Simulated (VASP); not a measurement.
Write the native input for VASP 6.6.1 that does the following.

```
Task                   : single point
Functional             : r2SCAN
Potentials or basis    : VASP PAW PBE potentials, release 64 (Tl_d, Cl)
Cutoff                 : 550 eV
k mesh                 : 6 × 6 × 6
Occupations            : gaussian, width 0.01 eV
Spin                   : no spin polarisation
Dipole correction      : no
Further INCAR settings : ALGO = Normal; EDIFF = 1e-06; NBANDS = 17
```

TlCl:

```
Tl Cl
1.0
     3.83883    0.00000    0.00000
     0.00000    3.83883    0.00000
     0.00000    0.00000    3.83883
Tl Cl
1 1
Direct
  0.00000 0.00000 0.00000
  0.50000 0.50000 0.50000
```

The input as run:

POSCAR

```
TlCl
1.0
    3.8388256296      0.0000000000      0.0000000000
    0.0000000000      3.8388256296      0.0000000000
    0.0000000000      0.0000000000      3.8388256296
Tl Cl
1 1
Direct
    0.0000000000      0.0000000000      0.0000000000
    0.5000000000      0.5000000000      0.5000000000
```

INCAR.step1

```
PREC = Accurate
ENCUT = 550
ISMEAR = 0
SIGMA = 0.01
LREAL = F
LASPH = T
NELM = 120
NBANDS = 17
GGA = PE
ALGO = Normal
EDIFF = 1E-5
LWAVE = T
LCHARG = F
GGA_COMPAT = F
```

INCAR.step2

```
PREC = Accurate
ENCUT = 550
EDIFF = 1E-6
ISMEAR = 0
SIGMA = 0.01
LREAL = F
LASPH = T
NELM = 120
ALGO = Normal
ISIF = 2
LWAVE = F
LCHARG = F
METAGGA = R2SCAN
LMIXTAU = T
NBANDS = 17
ISTART = 1
GGA_COMPAT = F
```

KPOINTS

```
regular mesh
0
Gamma
  6 6 6
```

Potentials or basis: VASP PAW PBE potentials, release 64 (Tl_d, Cl).

Launch:

```sh
$ cat potpaw_PBE.64/Tl_d/POTCAR potpaw_PBE.64/Cl/POTCAR > POTCAR
$ cp INCAR.step1 INCAR
$ mpirun -np 1 vasp_std > vasp.out
$ cp INCAR.step2 INCAR
$ mpirun -np 1 vasp_std > vasp.out
```

Results of the run:

The pressure is -0.1 GPa and the band gap on the k mesh is 2.52 eV, direct.

Caveat: the PAW data sets were made with another functional, which shifts forces and pressure a little; spin-orbit coupling is left out, which moves the levels of the heavy elements.

It took 2.5 min on 1 thread of Intel Xeon 8259CL, on a shared host, peak memory 0.18 GiB.
